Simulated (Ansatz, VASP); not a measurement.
## Si15GeC16 in VASP and in Ansatz

```xyz
32
Lattice="6.1520 0.0000 0.0000 -3.0760 5.3278 0.0000 0.0000 0.0000 10.0960" Properties=species:S:1:pos:R:3 pbc="T T T"
Ge    0.0000    1.7759    0.0314
Si    0.0000    1.7759    5.0734
Si   -1.5342    4.4420    0.0191
Si   -1.5401    4.4386    5.0719
Si    3.0760    1.7715    0.0191
Si    3.0760    1.7784    5.0719
Si    1.5342    4.4420    0.0191
Si    1.5401    4.4386    5.0719
Si    1.5442    0.8844    2.5632
Si    1.5442    0.8844    7.5822
Si    0.0000    3.5591    2.5632
Si    0.0000    3.5590    7.5822
Si    4.6078    0.8844    2.5632
Si    4.6078    0.8844    7.5822
Si    3.0760    3.5519    2.5434
Si    3.0760    3.5519    7.5942
C     0.0000    1.7759    1.9945
C     0.0000    1.7759    6.9724
C    -1.5368    4.4405    1.9187
C    -1.5415    4.4378    6.9603
C     3.0760    1.7745    1.9187
C     3.0760    1.7799    6.9603
C     1.5368    4.4405    1.9187
C     1.5415    4.4378    6.9603
C     1.5414    0.8860    4.4534
C     1.5816    0.8628    9.4668
C     0.0000    3.5557    4.4534
C     0.0000    3.6023    9.4668
C     4.6106    0.8860    4.4534
C     4.5704    0.8628    9.4668
C     3.0760    3.5519    4.4382
C     3.0760    3.5519    9.4932
```

Alike in both runs: functional PBE; k mesh 4 × 4 × 2; occupations fermi-dirac, width 0.01 eV; no spin polarisation.

Ansatz relaxed the structure, and its values are those at the end. VASP's run is a single point on that final structure, the one shown.

|  | VASP | Ansatz |
| --- | --- | --- |
| version | VASP 6.6.1 | Ansatz 0.2.0 |
| potentials or method | VASP PAW PBE potentials, release 64 (Ge_d, Si, C) | plane-wave PAW, scalar-relativistic |
| plane-wave cutoff (eV) | 520 | 420 |
| valence electrons in the cell | 138 | 138 |

```csv
,VASP,Ansatz,Ansatz less VASP
gap on the k mesh at the Fermi level (eV),2.52,2.53,+0.003
pressure (GPa),5.5,5.6,+0.08
rms of the force components (eV/Å),0.005,0.001,-0.0042
```

The functional is the same, so the differences come from potentials, cutoffs and numerics. Ansatz's warnings: stress scf threshold loose.
